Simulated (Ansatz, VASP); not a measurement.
# One calculation of IrSe, two programs

```
Ir Se
1.0
     0.00000    2.76339    2.76339
     2.76339    0.00000    2.76339
     2.76339    2.76339    0.00000
Ir Se
1 1
Direct
  0.00000 0.00000 0.00000
  0.25000 0.25000 0.25000
```

Alike in both runs: task single point; functional PBE; k mesh 10 × 10 × 10; occupations gaussian, width 0.05 eV; no spin polarisation.

|  | VASP | Ansatz |
| --- | --- | --- |
| version | VASP 6.6.1 | Ansatz 0.2.0 |
| potentials or method | VASP PAW PBE potentials, release 64 (Ir, Se), cutoff 520 eV | scalar-relativistic, plane waves, PAW |
| valence electrons in the cell | 15 | 33 |

VASP gave:

```
gap on the k mesh at the Fermi level (eV) : none
pressure (GPa)                            : 3.0
```

Q: What did Ansatz give for the same quantities?

A: gap on the k mesh at the Fermi level (eV): none; pressure (GPa): 2.6.

A gap of «none» marks a metal or a gap that the smearing closes. With one functional, cell and mesh, what is left measures potentials, basis and numerics. VASP's potentials hold 15 valence electrons a cell and Ansatz's 33, so a difference there can come from the potentials and not from the codes.

Spin-orbit coupling is off throughout.
